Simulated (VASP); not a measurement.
# YbB2 (P6/mmm) in VASP: further runs, part 2 of 2

VASP 6.6.1. The steps go on from the part before.

### 3 Single point, PBE (10.54 Å³/atom)

This run uses another cell than the first one, of 10.54 Å³/atom.

File INCAR:

```
SYSTEM = YbB2
PREC     = Accurate       ! precision mode
ENCUT    = 520            ! plane-wave cutoff, eV
EDIFF    = 1E-6           ! SCF threshold, eV
ISMEAR   = 0              ! smearing method
SIGMA    = 0.1            ! smearing width, eV
LREAL    = .False.        ! projectors in reciprocal space
LASPH    = .True.         ! aspherical terms in the spheres
NELM     = 80             ! most SCF steps
ALGO     = Normal         ! electronic algorithm
ISIF     = 2              ! what is computed and relaxed
LWAVE    = .False.        ! write WAVECAR
LCHARG   = .True.         ! write CHGCAR
GGA      = PE             ! functional
LELF     = .True.         ! ELF
LVHAR    = .True.       
NBANDS   = 22             ! bands
```

File KPOINTS:

```
Automatic mesh
0
Gamma
  15 15 12
  0 0 0
```

File POSCAR:

```
YbB2
1.0
    3.1349425849      0.0000000000      0.0000000000
   -1.5674712924      2.7149399180      0.0000000000
    0.0000000000      0.0000000000      3.7134383956
Yb B
1 2
Direct
    0.0000000000      0.0000000000      0.0000000000
    0.3333333333      0.6666666667      0.5000000000
    0.6666666667      0.3333333333      0.5000000000
```

Potentials or basis: VASP PAW PBE potentials, release 64 (Yb, B).

Run with:

```
> cat potpaw_PBE.64/Yb/POTCAR potpaw_PBE.64/B/POTCAR > POTCAR
> mpirun -np 1 vasp_std > vasp.out
```

OUTCAR:

```text
SYSTEM = YbB2
   PREC = Accurate
   ENCUT = 520
   EDIFF = 1E-6
   ISMEAR = 0
   LREAL = .False.
   LASPH = .True.
   NELM = 80
   ISIF = 2
   GGA = PE

 ion  position               nearest neighbor table
   1  0.000  0.000  0.000-   2 2.59   3 2.59   2 2.59   3 2.59   3 2.59   3 2.59   2 2.59   2 2.59
                             3 2.59   3 2.59   2 2.59   2 2.59
   2  0.333  0.667  0.500-   3 1.81   3 1.81   3 1.81   1 2.59   1 2.59   1 2.59   1 2.59   1 2.59
                             1 2.59
   3  0.667  0.333  0.500-   2 1.81   2 1.81   2 1.81   1 2.59   1 2.59   1 2.59   1 2.59   1 2.59
                             1 2.59

  LATTYP: Found a hexagonal cell.
 ALAT       =     3.1349425849
 C/A-ratio  =     1.1845315488

  Lattice vectors:

 A1 = (   3.1349425849,   0.0000000000,   0.0000000000)
 A2 = (  -1.5674712924,   2.7149399180,   0.0000000000)
 A3 = (   0.0000000000,   0.0000000000,   3.7134383956)

Analysis of symmetry for initial positions (statically):
=====================================================================
 Subroutine PRICEL returns:
 Original cell was already a primitive cell.

 Routine SETGRP: Setting up the symmetry group for a
 hexagonal supercell.

 Subroutine GETGRP returns: Found 24 space group operations
 (whereof 24 operations were pure point group operations)
 out of a pool of 24 trial point group operations.

The static configuration has the point symmetry D_6h.

Analysis of symmetry for dynamics (positions and initial velocities):
=====================================================================
 Subroutine PRICEL returns:
 Original cell was already a primitive cell.

 Routine SETGRP: Setting up the symmetry group for a
 hexagonal supercell.

 Subroutine GETGRP returns: Found 24 space group operations
 (whereof 24 operations were pure point group operations)
 out of a pool of 24 trial point group operations.

The dynamic configuration has the point symmetry D_6h.

[... 111 lines left out ...]
   NELECT =      30.0000    total number of electrons
   NUPDOWN=      -1.0000    fix difference up-down
   EMIN   =  10.00;   EMAX   =-10.00  energy-range for DOS
   EFERMI =   0.00;   METHOD = LEGACY
   ISMEAR =     0;   SIGMA  =   0.10  broadening in eV -4-tet -1-fermi 0-gaus
   EFERMI_NEDOS =   21; number of points for ismear=-14 and -15
   IALGO  =     38    algorithm
   IMIX   =      4    mixing-type and parameters
     AMIX     =   0.40;   BMIX     =  1.00
     AMIX_MAG =   1.60;   BMIX_MAG =  1.00
  volume/ion in A,a.u.               =      10.54        71.10
  Fermi-wavevector in a.u.,A,eV,Ry     =   1.608891  3.040363 35.219084  2.588530
  Thomas-Fermi vector in A             =   2.704688
   LORBIT       =      0    0 simple, 1 ext, 2 COOP (PROOUT), +10 PAW based schemes
   GGA     = PE    functional components
   LHFCALC =     F    Hartree Fock is set to
   AEXX    =    0.0000 exact exchange contribution
   IVDW    =     0    specifies the selected vdW correction
   LEPSILON=     F    determine dielectric tensor
   LRPA    =     F    only Hartree local field effects (RPA)
 non-spin polarized calculation
 Gauss-broadening in eV      SIGMA  =   0.10
  energy-cutoff  :      520.00
  volume of cell :       31.61
 maximum number of plane-waves:       868
 NGX is ok and might be reduce to    24
   NGX = 11   NGY = 11   NGZ = 13

 number of electron      30.0000022 magnetization

 Free energy of the ion-electron system (eV)
  ---------------------------------------------------
  ext. energy  EPLUGINS =         0.00000000
  ---------------------------------------------------
  free energy    TOTEN  =       -17.98534235 eV

  energy without entropy =      -17.96875955  energy(sigma->0) =      -17.97705095

 E-fermi :   4.5429     XC(G=0): -12.7113

 val. band max:        4.5382913797   @ k =   0.0667   0.0667   0.1667
 cond. band min:       4.5459741110   @ k =   0.4000   0.1333   0.2500
 fundamental gap:      0.0076827313
 Fermi energy:         4.5429356003

 k-point     1 :       0.0000    0.0000    0.0000
  band No.  band energies     occupation
      1     -46.2686      2.00000
      2     -18.5065      2.00000
      3     -17.9766      2.00000
      4     -17.9766      2.00000
      5      -6.9687      2.00000
      6       2.9079      2.00000
[... 589 lines left out ...]
     21      15.5417      0.00000
     22      17.9078      0.00000

 [... further k-points ...]
[... 5 lines left out ...]
  --------------------------------------------------------------------------------------
  -------------------------------------------------------------------------------------
  Total        3.2965652      3.2965652      3.3563022      0.0000000     -0.0000000      0.0000000
  in kB      167.1114521    167.1114521    170.1396739      0.0000000     -0.0000000      0.0000000
  external PRESSURE =     168.1208594 kB  Pullay stress =       0.0000000 kB

 VOLUME and BASIS-vectors are now :
 -----------------------------------------------------------------------------
  energy-cutoff  :      520.00
  volume of cell :       31.61
      direct lattice vectors                 reciprocal lattice vectors
     3.134942585  0.000000000  0.000000000     0.318985108  0.184166138  0.000000000
    -1.567471292  2.714939918  0.000000000     0.000000000  0.368332276  0.000000000
     0.000000000  0.000000000  3.713438396     0.000000000  0.000000000  0.269292201

 POSITION                                       TOTAL-FORCE (eV/Angst)
 -----------------------------------------------------------------------------------
      0.00000      0.00000      0.00000         0.000000      0.000000      0.000000
     -0.00000      1.80996      1.85672        -0.000000      0.000000      0.000000
      1.56747      0.90498      1.85672         0.000000     -0.000000      0.000000
 -----------------------------------------------------------------------------------
    total drift:                               -0.000000      0.000000     -0.000000

  FREE ENERGIE OF THE ION-ELECTRON SYSTEM (eV)
  ---------------------------------------------------
  free  energy   TOTEN  =       -17.9853423466 eV

  energy  without entropy=      -17.9687595479  energy(sigma->0) =      -17.97705095
```

stdout:

```text
POSCAR found type information on POSCAR YbB
 POSCAR found :  2 types and       3 ions
 scaLAPACK will be used
 LDA part: xc-table for (Slater+PW92), standard interpolation
 POSCAR, INCAR and KPOINTS ok, starting setup
 FFT: planning ... GRIDC
 FFT: planning ... GRID_SOFT
 FFT: planning ... GRID
 WAVECAR not read
 entering main loop
```

It took 4.5 min on 1 thread of AMD EPYC 9R45 (Zen 5), shared host; peak memory 0.24 GiB.

Results:

```
Free energy            : -17.9853 eV
Pressure               : 16.8 GPa
Band gap on the k mesh : zero (bands 15 and 16 overlap by 1.44 eV)
```

Caveat: the cell stands under pressure; spin-orbit coupling is left out, which moves the levels of the heavy elements. Spin polarisation is off, so any magnetic state and its effect on volume and gap are missing.

### 4 Single point, PBE (10.88 Å³/atom)

This run uses another cell than the first one, of 10.88 Å³/atom.

File INCAR:

```
ALGO = Normal
EDIFF = 1E-6
ENCUT = 520
GGA = PE
ISIF = 2
ISMEAR = 0
LASPH = True
LCHARG = False
LREAL = False
LWAVE = False
NBANDS = 22
NELM = 100
PREC = Accurate
SIGMA = 0.1
```

File KPOINTS:

```
k-points
0
Gamma
  15 15 12
```

File POSCAR:

```
YbB2
1.0
    3.1675195334      0.0000000000      0.0000000000
   -1.5837597667      2.7431523829      0.0000000000
    0.0000000000      0.0000000000      3.7573639478
Yb B
1 2
Direct
    0.0000000000      0.0000000000      0.0000000000
    0.3333333333      0.6666666667      0.5000000000
    0.6666666667      0.3333333333      0.5000000000
```

Potentials or basis: VASP PAW PBE potentials, release 64 (Yb, B).

Run with:

```
> cat potpaw_PBE.64/Yb/POTCAR potpaw_PBE.64/B/POTCAR > POTCAR
> mpirun -np 1 vasp_std > vasp.out
```

OUTCAR:

```text
EDIFF = 1E-6
   ENCUT = 520
   GGA = PE
   ISIF = 2
   ISMEAR = 0
   LASPH = True
   LREAL = False
   NELM = 100
   PREC = Accurate

 ion  position               nearest neighbor table
   1  0.000  0.000  0.000-   2 2.62   3 2.62   2 2.62   3 2.62   2 2.62   2 2.62   3 2.62   3 2.62
                             3 2.62   3 2.62   2 2.62   2 2.62
   2  0.333  0.667  0.500-   3 1.83   3 1.83   3 1.83   1 2.62   1 2.62   1 2.62   1 2.62   1 2.62
                             1 2.62
   3  0.667  0.333  0.500-   2 1.83   2 1.83   2 1.83   1 2.62   1 2.62   1 2.62   1 2.62   1 2.62
                             1 2.62

  LATTYP: Found a hexagonal cell.
 ALAT       =     3.1675195334
 C/A-ratio  =     1.1862165042

  Lattice vectors:

 A1 = (   3.1675195334,   0.0000000000,   0.0000000000)
 A2 = (  -1.5837597667,   2.7431523829,   0.0000000000)
 A3 = (   0.0000000000,   0.0000000000,   3.7573639478)

Analysis of symmetry for initial positions (statically):
=====================================================================
[... 165 lines left out ...]
 number of electron      30.0000008 magnetization

 Free energy of the ion-electron system (eV)
  ---------------------------------------------------
  ext. energy  EPLUGINS =         0.00000000
  ---------------------------------------------------
  free energy    TOTEN  =       -18.07377405 eV

  energy without entropy =      -18.05672826  energy(sigma->0) =      -18.06525116

 E-fermi :   4.3512     XC(G=0): -12.5380

 val. band max:        4.3505599741   @ k =   0.4000   0.0667   0.2500
 cond. band min:       4.3514487405   @ k =   0.4000   0.0667   0.4167
 fundamental gap:      0.0008887664
 Fermi energy:         4.3512220234

 k-point     1 :       0.0000    0.0000    0.0000
  band No.  band energies     occupation
      1     -46.4828      2.00000
      2     -18.7068      2.00000
      3     -18.2378      2.00000
      4     -18.2378      2.00000
      5      -7.0069      2.00000
      6       2.7183      2.00000
[... 589 lines left out ...]
     21      14.9694      0.00000
     22      17.2526      0.00000

 [... further k-points ...]
[... 5 lines left out ...]
  --------------------------------------------------------------------------------------
  -------------------------------------------------------------------------------------
  Total        2.1380108      2.1380108      2.1682245      0.0000000      0.0000000      0.0000000
  in kB      104.9223414    104.9223414    106.4050704      0.0000000      0.0000000      0.0000000
  external PRESSURE =     105.4165844 kB  Pullay stress =       0.0000000 kB

 VOLUME and BASIS-vectors are now :
 -----------------------------------------------------------------------------
  energy-cutoff  :      520.00
  volume of cell :       32.65
      direct lattice vectors                 reciprocal lattice vectors
     3.167519533  0.000000000  0.000000000     0.315704446  0.182272047  0.000000000
    -1.583759767  2.743152383  0.000000000     0.000000000  0.364544094  0.000000000
     0.000000000  0.000000000  3.757363948     0.000000000  0.000000000  0.266144034

 POSITION                                       TOTAL-FORCE (eV/Angst)
 -----------------------------------------------------------------------------------
      0.00000      0.00000      0.00000        -0.000000      0.000000      0.000000
     -0.00000      1.82877      1.87868         0.000000      0.000000      0.000000
      1.58376      0.91438      1.87868        -0.000000     -0.000000      0.000000
 -----------------------------------------------------------------------------------
    total drift:                               -0.000000      0.000000     -0.000000

  FREE ENERGIE OF THE ION-ELECTRON SYSTEM (eV)
  ---------------------------------------------------
  free  energy   TOTEN  =       -18.0737740530 eV

  energy  without entropy=      -18.0567282641  energy(sigma->0) =      -18.06525116
```

stdout:

```text
POSCAR found type information on POSCAR YbB
 POSCAR found :  2 types and       3 ions
 scaLAPACK will be used
 LDA part: xc-table for (Slater+PW92), standard interpolation
 POSCAR, INCAR and KPOINTS ok, starting setup
 FFT: planning ... GRIDC
 FFT: planning ... GRID_SOFT
 FFT: planning ... GRID
 WAVECAR not read
 entering main loop
```

Wall time 5.4 min (1 thread of AMD EPYC 9R45 (Zen 5), shared host); peak memory 0.24 GiB.

What came out:

```yaml
Free_energy: -18.0738 eV
Pressure: 10.5 GPa
Band_gap_on_the_k_mesh: zero (bands 15 and 16 overlap by 1.38 eV)
```

Caveat: the cell stands under pressure; spin-orbit coupling is left out, which moves the levels of the heavy elements.

### 5 Overview

```tsv
cell	k mesh	gap on the mesh (eV)	pressure (GPa)
a = 3.250, b = 3.250, c = 3.732 Å, angles 90.0, 90.0, 120.0°, 3 atoms	6 × 6 × 6	none	4.1
a = 3.135, b = 3.135, c = 3.713 Å, angles 90.0, 90.0, 120.0°, 3 atoms	15 × 15 × 12	none	16.8
a = 3.168, b = 3.168, c = 3.757 Å, angles 90.0, 90.0, 120.0°, 3 atoms	15 × 15 × 12	none	10.5
```

Alike in all rows: task single point; level PBE; potentials or basis VASP PAW PBE potentials, release 64 (Yb, B); no spin polarisation; cutoff (eV) 520; smearing gaussian 0.1 eV.

Caveats: some runs use coarse meshes; spin-orbit coupling is left out, which moves the levels of the heavy elements; the cell stands under pressure (at least some runs).

Absolute energies hang on the potentials; compare differences alone.

The gap in the log of VASP goes by the Fermi energy; the results here count the filled bands.